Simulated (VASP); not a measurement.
# TiSi2 (Cmcm) in VASP: further runs

TiSi2 is run at these levels: PBE; tasks: single point.

Program: VASP 6.6.1. These are calculated values, not measurements. Logs are shortened: lines on timing, memory, paths and dates and some standing lists are left out, and cuts for length are marked.

## (1) The cell of the first run

It takes space group Cmcm (No. 63, orthorhombic). The conventional cell has a = 3.576 Å, b = 13.762 Å, c = 3.604 Å, α = 90.00°, β = 90.00°, γ = 90.00°. Ti (site symmetry m2m) has 10 Si at 2.61 to 2.86 Å and 2 Ti at 3.38 Å within 3.4 Å. Si (site symmetry m2m) has 6 Si at 2.42 to 3.19 Å and 6 Ti at 2.61 to 2.86 Å within 3.2 Å. Within 3.4 Å of Si (site symmetry m2m) lie 8 Si at 2.54 to 3.19 Å and 4 Ti at 2.69 to 2.70 Å.

## (2) Single point, PBE (14.78 Å³/atom)

INCAR reads:

```
PREC     = Accurate       # precision mode
ENCUT    = 520            # plane-wave cutoff, eV
EDIFF    = 1E-6           # SCF threshold, eV
ISMEAR   = 0              # smearing method
SIGMA    = 0.1            # smearing width, eV
LREAL    = False          # projectors in reciprocal space
LASPH    = True           # aspherical terms in the spheres
NELM     = 100            # most SCF steps
ALGO     = Normal         # electronic algorithm
ISIF     = 2              # what is computed and relaxed
LWAVE    = False          # write WAVECAR
LCHARG   = False          # write CHGCAR
GGA      = PE             # functional
NBANDS   = 29             # bands
```

KPOINTS reads:

```
Automatic mesh
0
Gamma
  10 10 10
```

POSCAR reads:

```
TiSi2
1.0
    1.7881002710     -6.8809636639      0.0000000000
    1.7881002710      6.8809636639      0.0000000000
    0.0000000000      0.0000000000      3.6036450956
Ti Si
2 4
Direct
    0.8961455578      0.1038544422      0.7500000000
    0.1038544422      0.8961455578      0.2500000000
    0.5584522422      0.4415477578      0.7500000000
    0.4415477578      0.5584522422      0.2500000000
    0.2499109202      0.7500890798      0.7500000000
    0.7500890798      0.2499109202      0.2500000000
```

Potentials or basis: VASP PAW PBE potentials, release 64 (Ti_sv, Si).

The run is started by

```
> cat potpaw_PBE.64/Ti_sv/POTCAR potpaw_PBE.64/Si/POTCAR > POTCAR
> mpirun -np 1 vasp_std > vasp.out
```

OUTCAR:

```text
PREC = Accurate
   ENCUT = 520
   EDIFF = 1E-6
   ISMEAR = 0
   LREAL = False
   LASPH = True
   NELM = 100
   ISIF = 2
   GGA = PE

 ion  position               nearest neighbor table
   1  0.896  0.104  0.750-   4 2.61   4 2.61   4 2.61   4 2.61   5 2.69   5 2.69   6 2.70   6 2.70
                             3 2.86   3 2.86
   2  0.104  0.896  0.250-   3 2.61   3 2.61   3 2.61   3 2.61   6 2.69   6 2.69   5 2.70   5 2.70
                             4 2.86   4 2.86
   3  0.558  0.442  0.750-   4 2.42   4 2.42   2 2.61   2 2.61   2 2.61   2 2.61   1 2.86   1 2.86

   4  0.442  0.558  0.250-   3 2.42   3 2.42   1 2.61   1 2.61   1 2.61   1 2.61   2 2.86   2 2.86

   5  0.250  0.750  0.750-   6 2.54   6 2.54   6 2.54   6 2.54   1 2.69   1 2.69   2 2.70   2 2.70

   6  0.750  0.250  0.250-   5 2.54   5 2.54   5 2.54   5 2.54   2 2.69   2 2.69   1 2.70   1 2.70

  LATTYP: Found a base centered orthorhombic cell.
 ALAT       =     3.5762005420
 B/A-ratio  =     3.8481978754
 C/A-ratio  =     1.0076742211

  Lattice vectors:

 A1 = (   1.7881002710,  -6.8809636639,   0.0000000000)
 A2 = (   1.7881002710,   6.8809636639,   0.0000000000)
 A3 = (   0.0000000000,   0.0000000000,   3.6036450956)

Analysis of symmetry for initial positions (statically):
=====================================================================
 Subroutine PRICEL returns:
 Original cell was already a primitive cell.

 Routine SETGRP: Setting up the symmetry group for a
 base centered orthorhombic supercell.

 Subroutine GETGRP returns: Found  8 space group operations
 (whereof  4 operations were pure point group operations)
 out of a pool of  8 trial point group operations.

The static configuration has the point symmetry C_2h.
 The point group associated with its full space group is D_2h.

Analysis of symmetry for dynamics (positions and initial velocities):
=====================================================================
 Subroutine PRICEL returns:
 Original cell was already a primitive cell.

 Routine SETGRP: Setting up the symmetry group for a
 base centered orthorhombic supercell.

 Subroutine GETGRP returns: Found  8 space group operations
 (whereof  4 operations were pure point group operations)
 out of a pool of  8 trial point group operations.

The dynamic configuration has the point symmetry C_2h.
 The point group associated with its full space group is D_2h.

 Subroutine INISYM returns: Found  8 space group operations
 (whereof  4 operations are pure point group operations),
 and found     1 'primitive' translations

----------------------------------------------------------------------------------------

                                     Primitive cell

  volume of cell :      88.6774

  direct lattice vectors                    reciprocal lattice vectors
     1.788100271 -6.880963664  0.000000000     0.279626377 -0.072664241  0.000000000
     1.788100271  6.880963664  0.000000000     0.279626377  0.072664241  0.000000000
     0.000000000  0.000000000  3.603645096     0.000000000  0.000000000  0.277496805

  length of vectors
     7.109498120  7.109498120  3.603645096     0.288913486  0.288913486  0.277496805

  position of ions in fractional coordinates (direct lattice)
     0.896145558  0.103854442  0.750000000
     0.103854442  0.896145558  0.250000000
     0.558452242  0.441547758  0.750000000
     0.441547758  0.558452242  0.250000000
     0.249910920  0.750089080  0.750000000
     0.750089080  0.249910920  0.250000000

  ion indices of the primitive-cell ions
   primitive index   ion index
                 1           1
                 2           2
                 3           3
                 4           4
                 5           5
                 6           6

----------------------------------------------------------------------------------------

 KPOINTS: Automatic mesh

Automatic generation of k-mesh.
 Grid dimensions read from file:
 generate k-points for:   10   10   10

 Generating k-lattice:

  Cartesian coordinates                     Fractional coordinates (reciprocal lattice)
     0.027962638 -0.007266424  0.000000000     0.100000000  0.000000000  0.000000000
     0.027962638  0.007266424  0.000000000     0.000000000  0.100000000  0.000000000
     0.000000000  0.000000000  0.027749680     0.000000000  0.000000000  0.100000000

  Length of vectors
     0.028891349  0.028891349  0.027749680

  Shift w.r.t. Gamma in fractional coordinates (k-lattice)
     0.000000000  0.000000000  0.000000000

 Subroutine IBZKPT returns following result:
 ===========================================

 Found    186 irreducible k-points:

 Following reciprocal coordinates:
            Coordinates               Weight
  0.000000  0.000000  0.000000      1.000000
  0.100000 -0.000000  0.000000      4.000000
  0.200000 -0.000000  0.000000      4.000000
  0.300000 -0.000000  0.000000      4.000000
  0.400000 -0.000000  0.000000      4.000000
  0.500000 -0.000000  0.000000      2.000000
[... 16 lines left out ...]
  0.300000  0.300000  0.000000      2.000000
  0.400000  0.300000  0.000000      4.000000
 [... further k-points ...]
   k-points           NKPTS =    186   k-points in BZ     NKDIM =    186   number of bands    NBANDS=     29
   number of dos      NEDOS =    301   number of ions     NIONS =      6
   total plane-waves  NPLWV =  81648
   dimension x,y,z NGX =    54 NGY =   54 NGZ =   28
   dimension x,y,z NGXF=   108 NGYF=  108 NGZF=   56
   ions per type =               2   4
   NGX,Y,Z   is equivalent  to a cutoff of  12.63, 12.63, 12.92 a.u.
   NGXF,Y,Z  is equivalent  to a cutoff of  25.25, 25.25, 25.83 a.u.
 SYSTEM =  unknown system
   PREC   = accura    normal or accurate (medium, high low for compatibility)
   ISTART =      0    job   : 0-new  1-cont  2-samecut
   ICHARG =      2    charge: 1-file 2-atom 10-const
   ISPIN  =      1    spin polarized calculation?
   LNONCOLLINEAR =      F non collinear calculations
   LSORBIT =      F    spin-orbit coupling
   LASPH  =      T    aspherical Exc in radial PAW
   ENCUT  =  520.0 eV  38.22 Ry    6.18 a.u.  13.22 13.22  6.70*2*pi/ulx,y,z
   NELM   =    100;   NELMIN=  2; NELMDL= -5     # of ELM steps
   EDIFF  = 0.1E-05   stopping-criterion for ELM
   LREAL  =      F    real-space projection
   EDIFFG = 0.1E-04   stopping-criterion for IOM
   NSW    =      0    number of steps for IOM
   IBRION =     -1    ionic relax: 0-MD 1-quasi-New 2-CG
   NFREE  =      0    steps in history (QN), initial steepest desc. (CG)
   ISIF   =      2    stress and relaxation
   ISYM   =      2    0-nonsym 1-usesym 2-fastsym
   POTIM  = 0.5000    time-step for ionic-motion
   TEBEG  =    0.0;   TEEND  =   0.0 temperature during run
   PSTRESS=    0.0 pullay stress
   NELECT =      40.0000    total number of electrons
   NUPDOWN=      -1.0000    fix difference up-down
   EMIN   =  10.00;   EMAX   =-10.00  energy-range for DOS
   EFERMI =   0.00;   METHOD = LEGACY
   ISMEAR =     0;   SIGMA  =   0.10  broadening in eV -4-tet -1-fermi 0-gaus
   EFERMI_NEDOS =   21; number of points for ismear=-14 and -15
   IALGO  =     38    algorithm
   IMIX   =      4    mixing-type and parameters
     AMIX     =   0.40;   BMIX     =  1.00
     AMIX_MAG =   1.60;   BMIX_MAG =  1.00
  volume/ion in A,a.u.               =      14.78        99.74
  Fermi-wavevector in a.u.,A,eV,Ry     =   1.255520  2.372590 21.447292  1.576332
  Thomas-Fermi vector in A             =   2.389273
   LORBIT       =      0    0 simple, 1 ext, 2 COOP (PROOUT), +10 PAW based schemes
   GGA     = PE    functional components
   LHFCALC =     F    Hartree Fock is set to
   AEXX    =    0.0000 exact exchange contribution
   IVDW    =     0    specifies the selected vdW correction
   LEPSILON=     F    determine dielectric tensor
   LRPA    =     F    only Hartree local field effects (RPA)
 non-spin polarized calculation
 Gauss-broadening in eV      SIGMA  =   0.10
  energy-cutoff  :      520.00
  volume of cell :       88.68
 maximum number of plane-waves:      2415
 NGX is ok and might be reduce to    54
   NGX = 27   NGY = 27   NGZ = 13

 number of electron      40.0000000 magnetization

 Free energy of the ion-electron system (eV)
  ---------------------------------------------------
  ext. energy  EPLUGINS =         0.00000000
  ---------------------------------------------------
  free energy    TOTEN  =       -40.72435794 eV

  energy without entropy =      -40.71731968  energy(sigma->0) =      -40.72083881

 E-fermi :  10.0120     XC(G=0): -11.4559

 val. band max:       10.0116367434   @ k =   0.5000   0.5000   0.1000
 cond. band min:      10.0143359732   @ k =  -0.3000   0.2000   0.1000
 fundamental gap:      0.0026992298
 Fermi energy:        10.0119666584

 k-point     1 :       0.0000    0.0000    0.0000
  band No.  band energies     occupation
      1     -46.9068      2.00000
      2     -46.8998      2.00000
      3     -23.2376      2.00000
      4     -23.2076      2.00000
      5     -23.1977      2.00000
      6     -23.1934      2.00000
[... 21 lines left out ...]
     28      12.8041      0.00000
     29      13.0174      0.00000

 k-point     2 :       0.1000   -0.0000    0.0000
  band No.  band energies     occupation
      1     -46.9064      2.00000
      2     -46.8995      2.00000
      3     -23.2366      2.00000
      4     -23.2137      2.00000
      5     -23.2033      2.00000
      6     -23.1929      2.00000
[... 21 lines left out ...]
     28      12.8939      0.00000
     29      13.0438      0.00000

 k-point     3 :       0.2000   -0.0000    0.0000
  band No.  band energies     occupation
      1     -46.9055      2.00000
      2     -46.8987      2.00000
      3     -23.2341      2.00000
      4     -23.2293      2.00000
      5     -23.2178      2.00000
      6     -23.1914      2.00000
[... 21 lines left out ...]
     28      12.9554      0.00000
     29      13.4806      0.00000

 k-point     4 :       0.3000   -0.0000    0.0000
  band No.  band energies     occupation
      1     -46.9044      2.00000
      2     -46.8977      2.00000
      3     -23.2492      2.00000
      4     -23.2358      2.00000
      5     -23.2302      2.00000
      6     -23.1895      2.00000
[... 21 lines left out ...]
     28      12.8384      0.00000
     29      14.0280      0.00000

 k-point     5 :       0.4000   -0.0000    0.0000
  band No.  band energies     occupation
      1     -46.9035      2.00000
      2     -46.8968      2.00000
      3     -23.2649      2.00000
      4     -23.2501      2.00000
      5     -23.2275      2.00000
      6     -23.1879      2.00000
[... 21 lines left out ...]
     28      12.8344      0.00000
     29      13.3417      0.00000
[... 510 lines left out ...]
     28      13.1884      0.00000
     29      13.6193      0.00000

 k-point    22 :      -0.2000    0.2000    0.0000
  band No.  band energies     occupation
      1     -46.9067      2.00000
      2     -46.8999      2.00000
      3     -23.2360      2.00000
      4     -23.2078      2.00000
      5     -23.1976      2.00000
      6     -23.1933      2.00000
[... 21 lines left out ...]
     28      13.2209      0.00000
     29      13.5916      0.00000

 k-point    23 :       0.3000    0.3000    0.0000
  band No.  band energies     occupation
      1     -46.9035      2.00000
      2     -46.8969      2.00000
      3     -23.2651      2.00000
      4     -23.2500      2.00000
      5     -23.2264      2.00000
      6     -23.1879      2.00000
[... 21 lines left out ...]
     28      12.9552      0.00000
     29      13.2364      0.00000

 k-point    24 :       0.4000    0.3000    0.0000
  band No.  band energies     occupation
      1     -46.9044      2.00000
      2     -46.8977      2.00000
      3     -23.2496      2.00000
      4     -23.2355      2.00000
      5     -23.2278      2.00000
      6     -23.1893      2.00000
[... 21 lines left out ...]
     28      13.1177      0.00000
     29      13.1842      0.00000

 [... further k-points ...]
[... 5 lines left out ...]
  --------------------------------------------------------------------------------------
  -------------------------------------------------------------------------------------
  Total       -1.9500909     -1.9559920     -1.9556854      0.0000000      0.0000000      0.0000000
  in kB      -35.2332170    -35.3398339    -35.3342950      0.0000000      0.0000000      0.0000000
  external PRESSURE =     -35.3024487 kB  Pullay stress =       0.0000000 kB

 VOLUME and BASIS-vectors are now :
 -----------------------------------------------------------------------------
  energy-cutoff  :      520.00
  volume of cell :       88.68
      direct lattice vectors                 reciprocal lattice vectors
     1.788100271 -6.880963664  0.000000000     0.279626377 -0.072664241  0.000000000
     1.788100271  6.880963664  0.000000000     0.279626377  0.072664241  0.000000000
     0.000000000  0.000000000  3.603645096     0.000000000  0.000000000  0.277496805

 POSITION                                       TOTAL-FORCE (eV/Angst)
 -----------------------------------------------------------------------------------
      1.78810     -5.45173      2.70273         0.000000      0.000242     -0.000000
      1.78810      5.45173      0.90091         0.000000     -0.000242      0.000000
      1.78810     -0.80442      2.70273         0.000000      0.015744     -0.000000
      1.78810      0.80442      0.90091         0.000000     -0.015744     -0.000000
      1.78810      3.44171      2.70273         0.000000     -0.000041     -0.000000
      1.78810     -3.44171      0.90091         0.000000      0.000041     -0.000000
 -----------------------------------------------------------------------------------
    total drift:                               -0.000000     -0.000000     -0.000000

  FREE ENERGIE OF THE ION-ELECTRON SYSTEM (eV)
  ---------------------------------------------------
  free  energy   TOTEN  =       -40.7243579369 eV

  energy  without entropy=      -40.7173196786  energy(sigma->0) =      -40.72083881
```

Run time: 6.3 min. Hardware: 1 thread of Intel Xeon 6975P-C (Granite Rapids), shared host; peak memory 0.56 GiB.

What came out:

- Free energy: -40.7244 eV
- Pressure: -3.5 GPa
- Largest force: 0.016 eV/Å
- Band gap on the k mesh: zero (bands 20 and 21 overlap by 0.97 eV)

Forces in eV/Å, atoms in the order of the input:
```
Ti   0.000  0.000  0.000
Ti   0.000  0.000  0.000
Si   0.000  0.016  0.000
Si   0.000 -0.016  0.000
Si   0.000  0.000  0.000
Si   0.000  0.000  0.000
```

Caveat: the cell stands under tension.

## (3) Single point, PBE (biaxial strain in the a-b plane: +2.0 %, then relaxed in part)

INCAR reads:

```
SYSTEM = TiSi2
  PREC = Accurate
  ENCUT = 520
  EDIFF = 1E-6
  ISMEAR = 0
  SIGMA = 0.1
  LREAL = .False.
  LASPH = .True.
  NELM = 100
  ALGO = Normal
  ISIF = 2
  LWAVE = .False.
  LCHARG = .True.
  GGA = PE
  LELF = .True.
  LVHAR = .True.
  NBANDS = 52
```

KPOINTS reads:

```
Automatic mesh
0
Gamma
  10 4 10
  0 0 0
```

POSCAR reads:

```
TiSi2
1.0
    3.6185600124      0.0000000000      0.0000000000
    0.0000000000     13.8318994588      0.0000000000
    0.0000000000      0.0000000000      3.5432380443
Ti Si
4 8
Direct
    0.5000000000      0.6039959130      0.7500000000
    0.0000000000      0.8960040870      0.2500000000
    0.0000000000      0.1039959130      0.7500000000
    0.5000000000      0.3960040870      0.2500000000
    0.5000000000      0.9411307740      0.7500000000
    0.0000000000      0.5588692260      0.2500000000
    0.0000000000      0.7495673093      0.7500000000
    0.5000000000      0.7504326907      0.2500000000
    0.0000000000      0.4411307740      0.7500000000
    0.5000000000      0.0588692260      0.2500000000
    0.5000000000      0.2495673093      0.7500000000
    0.0000000000      0.2504326907      0.2500000000
```

Potentials or basis: VASP PAW PBE potentials, release 64 (Ti_sv, Si).

The run is started by

```
> cat potpaw_PBE.64/Ti_sv/POTCAR potpaw_PBE.64/Si/POTCAR > POTCAR
> mpirun -np 1 vasp_std > vasp.out
```

Wall time 21 min (1 thread of Intel Xeon 8259CL, shared host); peak memory 0.77 GiB.

The run converged. Its results:

```yaml
Free_energy: -81.4032 eV
Pressure: -3.1 GPa
Largest_force: 0.013 eV/Å
Band_gap_on_the_k_mesh: zero (bands 40 and 41 overlap by 0.87 eV)
```

Forces in eV/Å, atoms in the order of the input:
```
Ti   0.000  0.002  0.000
Ti   0.000 -0.002  0.000
Ti   0.000  0.002  0.000
Ti   0.000 -0.002  0.000
Si   0.000  0.013  0.000
Si   0.000 -0.013  0.000
Si   0.000 -0.003  0.000
Si   0.000  0.003  0.000
Si   0.000  0.013  0.000
Si   0.000 -0.013  0.000
Si   0.000 -0.003  0.000
Si   0.000  0.003  0.000
```

Stress tensor (GPa, compression positive):
```
-5.17  0.00  0.00
 0.00 -4.20  0.00
 0.00  0.00 -0.04
```

Levels at points of the mesh, in eV from the Fermi level:
```
           k point  band 36  band 37  band 38  band 39  band 40  band 41  band 42  band 43  band 44  band 45
(0.00, 0.00, 0.00)    -2.11    -2.05    -1.13     0.42     0.49     0.58     0.65     0.78     0.86     0.86
(0.50, 0.00, 0.00)    -1.24    -0.73    -0.73    -0.71    -0.71     0.00     0.00     1.29     1.29     1.38
(0.00, 0.50, 0.00)    -2.09    -1.29    -1.29     0.45     0.45     0.62     0.62     0.82     0.82     0.82
(0.50, 0.50, 0.00)    -1.43    -0.61    -0.61    -0.39    -0.39    -0.38    -0.38     1.30     1.30     1.47
(0.00, 0.00, 0.50)    -1.59    -0.92    -0.92    -0.17    -0.17     0.27     0.27     0.64     0.64     1.34
(0.50, 0.00, 0.50)    -3.46    -2.23    -2.23    -2.23    -2.23     1.59     1.59     1.59     1.59     1.81
(0.00, 0.50, 0.50)    -2.11    -0.58    -0.58    -0.58    -0.58     0.40     0.40     0.40     0.40     1.73
(0.50, 0.50, 0.50)    -3.20    -2.35    -2.35    -2.35    -2.35     1.60     1.60     1.60     1.60     1.80
```

Caveat: the cell differs from its parent crystal (biaxial strain in the a-b plane: +2.0 %, then relaxed in part); the stress differs along the axes, from -5 to -0 GPa.
